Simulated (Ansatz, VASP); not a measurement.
**TiAl3: VASP beside Ansatz**

The input INCAR:

```
PREC = Accurate
ENCUT = 520
EDIFF = 1E-6
ISMEAR = -1
SIGMA = 0.05
LREAL = False
LASPH = True
NELM = 100
ALGO = Normal
ISIF = 2
LWAVE = False
LCHARG = False
NBANDS = 18
```

The input KPOINTS:

```
regular mesh
0
Gamma
  9 6 6
```

File POSCAR:

```
TiAl3
1.0
    2.8206181908      0.0000000000      0.0000000000
    0.0000000000      4.6498451741      0.0000000000
    0.0000000000      0.0000000000      4.8678501230
Ti Al
1 3
Direct
    0.0000000000      0.5000000000      0.1659160000
    0.0000000000      0.0000000000      0.8359000000
    0.5000000000      0.0000000000      0.3309120000
    0.5000000000      0.5000000000      0.6672710000
```

File input.yaml:

```yaml
crystal:
  lattice:
    - [2.8206181908, 0.0, 0.0]
    - [0.0, 4.6498451741, 0.0]
    - [0.0, 0.0, 4.867850123]
  atoms:
    - { symbol: Ti, position: [0.0, 0.5, 0.165916] }
    - { symbol: Al, position: [0.0, 0.0, 0.8359] }
    - { symbol: Al, position: [0.5, 0.0, 0.330912] }
    - { symbol: Al, position: [0.5, 0.5, 0.667271] }
hamiltonian:
  xc: lda
  pseudopotentials: { kind: paw }
kpoints:
  mp_grid: { grid: [9, 6, 6] }
scf:
  occupations: { method: fermi_dirac, width: 0.05 }
output:
  forces: true
  stress: true
  eigenvalues: true
```

Alike in both runs: task single point; functional LDA; k mesh 9 × 6 × 6; occupations fermi-dirac, width 0.05 eV; no spin polarisation.

|  | VASP | Ansatz |
| --- | --- | --- |
| version | VASP 6.6.1 | Ansatz 0.2.0 |
| potentials or method | VASP PAW LDA potentials, release 64 (Ti_sv, Al) | Ansatz PAW |
| plane-wave cutoff (eV) | 520 | 420 |
| valence electrons in the cell | 21 | 21 |

```csv
,VASP,Ansatz,Ansatz less VASP
gap on the k mesh at the Fermi level (eV),none,none,-
pressure (GPa),-3.1,-3.2,-0.10
"traceless stress, the component that is largest in VASP (GPa)",-2.15,-2.14,+0.001
rms of the force components (eV/Å),0.027,0.028,+0.0008
```

LDA's correlation is that of Perdew and Zunger in VASP and of Perdew and Wang (1992) in Ansatz. Atom by atom the forces differ by 0.001 eV/Å (rms over components). A gap of «none» marks a metal or a gap that the smearing closes.
